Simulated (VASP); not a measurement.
A run of VASP 6.6.1 is set up as follows.

File INCAR:

```
PREC = Accurate
ENCUT = 520
EDIFF = 1E-6
ISMEAR = 0
SIGMA = 0.05
LREAL = False
LASPH = True
NELM = 80
ALGO = Normal
ISIF = 2
LWAVE = False
LCHARG = True
GGA = PE
LELF = True
LVHAR = True
NBANDS = 8
```

KPOINTS

```
regular mesh
0
Gamma
  12 12 12
```

Contents of POSCAR:

```
Sb
1.0
   -1.5765401831      1.5765401831      2.7119384313
    1.5765401831     -1.5765401831      2.7119384313
    1.5765401831      1.5765401831     -2.7119384313
Sb
1
Direct
    0.0000000000      0.0000000000      0.0000000000
```

Potentials or basis: VASP PAW PBE potentials, release 64 (Sb).

Command:

```console
$ cat potpaw_PBE.64/Sb/POTCAR > POTCAR
$ mpirun -np 1 vasp_std > vasp.out
```

Question: Predict the pressure.

Answer: 1.7 GPa.

Stress tensor (GPa, compression positive):
```
1.88 0.00 0.00
0.00 1.88 0.00
0.00 0.00 1.22
```
